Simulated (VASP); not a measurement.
Al5P2:

```
Al P
1.0
     5.18605    0.00000    0.00000
    -2.59302    4.49125    0.00000
     0.00000    0.00000    5.00835
Al P
5 2
Direct
  0.50000 0.00000 0.16490
  0.00000 0.50000 0.16490
  0.50000 0.50000 0.16490
  0.33333 0.66667 0.91067
  0.66667 0.33333 0.91067
  0.00000 0.00000 0.11501
  0.00000 0.00000 0.51336
```

The cell was built from a structure type or drawn by symmetry, and may not be a known phase.

| Property | Result |
| --- | --- |
| Program | VASP 6.6.1 |
| Task | relaxation of cell and atoms |
| Functional | PBE |
| Potentials or basis | VASP PAW PBE potentials, release 64 (Al, P) |
| Cutoff | 500 eV |
| k mesh | 4 × 4 × 3 |
| Occupations | gaussian, width 0.2 eV |
| Spin | no spin polarisation |

At the start: pressure 49.2 GPa; volume 16.66 Å³/atom.

Task: Where does the relaxation end?

Result: Over 33 steps the energy falls by 2208.9 meV/atom and the volume is 16.64 Å³/atom (-0.2 %); space group P6mm (No. 183, to 0.1 Å) before, P6/mmm (No. 191, to 0.1 Å).

The path:
| step | energy change (eV) | largest force (eV/Å) | pressure (GPa) | volume (Å³) |
| --- | --- | --- | --- | --- |
| 1 | 0.0000 | 16.8374 | 49.18 | 116.65 |
| 2 | -7.8422 | 1.8639 | -10.11 | 225.66 |
| 3 | -12.4601 | 1.6176 | -8.74 | 160.40 |
| 4 | -12.6445 | 1.4836 | -7.79 | 156.57 |
| 5 | -12.7965 | 1.8365 | -3.09 | 144.60 |
| 6 | -12.8429 | 1.2808 | -5.02 | 148.54 |
| 7 | -12.8430 | 1.3732 | -4.69 | 147.81 |
| 8 | -13.4595 | 1.4831 | -2.70 | 137.67 |
| 9 | -13.7258 | 4.3645 | 3.84 | 123.90 |
| 10 | -13.7626 | 2.5808 | 1.01 | 128.27 |
| 11 | -14.1365 | 2.4040 | 0.98 | 124.67 |
| 12 | -14.7664 | 2.1004 | 4.20 | 114.22 |
| 13 | -14.7679 | 2.0854 | 5.17 | 112.75 |
| 14 | -14.9761 | 0.6651 | 0.30 | 117.27 |
| 15 | -14.9877 | 0.3937 | -1.12 | 119.01 |
| 16 | -15.0219 | 0.4445 | -0.69 | 118.35 |
| 17 | -15.0271 | 0.4642 | -0.40 | 117.98 |
| 18 | -15.0500 | 0.3938 | -0.02 | 117.10 |
| 19 | -15.0734 | 0.4153 | 1.29 | 114.83 |
| 20 | -15.0970 | 0.4916 | 0.62 | 115.69 |
| 21 | -15.1263 | 0.5866 | -0.95 | 118.16 |
| 22 | -15.1418 | 0.5952 | -1.01 | 118.35 |
| 23 | -15.1860 | 0.6241 | -1.19 | 118.93 |
| 24 | -15.2569 | 0.7194 | -1.47 | 120.09 |
| 25 | -15.2773 | 1.2100 | -1.65 | 122.42 |
| 26 | -15.2926 | 0.9333 | -1.64 | 121.40 |
| 27 | -15.3499 | 0.8009 | -1.21 | 120.43 |
| 28 | -15.4128 | 0.5559 | -0.05 | 118.16 |
| 29 | -15.4133 | 0.5657 | 0.08 | 117.93 |
| 30 | -15.4341 | 0.3808 | -0.27 | 118.02 |
| 31 | -15.4560 | 0.1201 | -0.74 | 118.21 |
| 32 | -15.4576 | 0.0626 | -0.82 | 118.27 |
| 33 | -15.4623 | 0.0127 | 0.32 | 116.45 |

Final structure:
```
Al P
1.0
     5.32358    0.00000    0.00000
    -2.66179    4.61036    0.00000
     0.00000    0.00000    4.74452
Al P
5 2
Direct
  0.50000 0.00000 0.20700
  0.00000 0.50000 0.20700
  0.50000 0.50000 0.20700
  0.33333 0.66667 0.70703
  0.66667 0.33333 0.70703
  0.00000 0.00000 0.20423
  0.00000 0.00000 0.70512
```

Caveat: the k points lie up to 0.44 Å⁻¹ apart in the final cell, too coarse for converged energies and pressures of a metal.
